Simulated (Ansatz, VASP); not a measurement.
## One calculation of Ti3Al, two programs

Contents of INCAR:

```
SYSTEM = Ti3Al
ALGO = Fast
EDIFF = 1E-7
ENCUT = 520
GGA = PE
ISIF = 2
ISMEAR = 0
LASPH = .True.
LCHARG = .False.
LREAL = .False.
LWAVE = .False.
NBANDS = 28
NELM = 100
PREC = Accurate
SIGMA = 0.15
```

Contents of KPOINTS:

```
k-points
0
Gamma
  15 15 6
  0 0 0
```

Contents of POSCAR:

```
Ti3Al
1.0
    2.9837618340      0.0000000000      0.0000000000
   -1.4918809170      2.5840135471      0.0000000000
    0.0000000000      0.0000000000      8.9002631747
Ti Al
3 1
Direct
    0.6666666667      0.3333333333      0.0000000000
    0.3333333333      0.6666666667      0.7342089107
    0.3333333333      0.6666666667      0.2657910893
    0.6666666667      0.3333333333      0.5000000000
```

Input for Ansatz:

```yaml
crystal:
  lattice:
    - [2.983761834, 0.0, 0.0]
    - [-1.491880917, 2.5840135471, 0.0]
    - [0.0, 0.0, 8.9002631747]
  atoms:
    - { symbol: Ti, position: [0.6666666667, 0.3333333333, 0.0] }
    - { symbol: Ti, position: [0.3333333333, 0.6666666667, 0.7342089107] }
    - { symbol: Ti, position: [0.3333333333, 0.6666666667, 0.2657910893] }
    - { symbol: Al, position: [0.6666666667, 0.3333333333, 0.5] }
basis:
  ecutwfc: 520.0
kpoints:
  mp_grid: { grid: [15, 15, 6] }
hamiltonian:
  xc: pbe
  pseudopotentials: { kind: paw, azcp: { folder: soft_1 } }
scf:
  occupations: { method: gaussian, width: 0.15 }
output:
  forces: true
  stress: true
  eigenvalues: true
```

Alike in both runs: task single point; functional PBE; k mesh 15 × 15 × 6; occupations gaussian, width 0.15 eV; no spin polarisation.

|  | VASP | Ansatz |
| --- | --- | --- |
| version | VASP 6.6.1 | Ansatz 0.2.0 |
| potentials or method | VASP PAW PBE potentials, release 64 (Ti_sv, Al), cutoff 520 eV | scalar-relativistic, plane waves, PAW |
| valence electrons in the cell | 39 | 39 |

Ansatz gave:

```
gap on the k mesh at the Fermi level (eV)                     : none
pressure (GPa)                                                : 1.3
traceless stress, the component that is largest in VASP (GPa) : 6.47
rms of the force components (eV/Å)                            : 0.524
```

Q: What did VASP give for the same quantities?

A: gap on the k mesh at the Fermi level (eV): none; pressure (GPa): 1.2; traceless stress, the component that is largest in VASP (GPa): 6.47; rms of the force components (eV/Å): 0.528.

Atom by atom the forces differ by 0.003 eV/Å (rms over components). A gap of «none» marks a metal or a gap that the smearing closes. With one functional, cell and mesh, what is left measures potentials, basis and numerics.
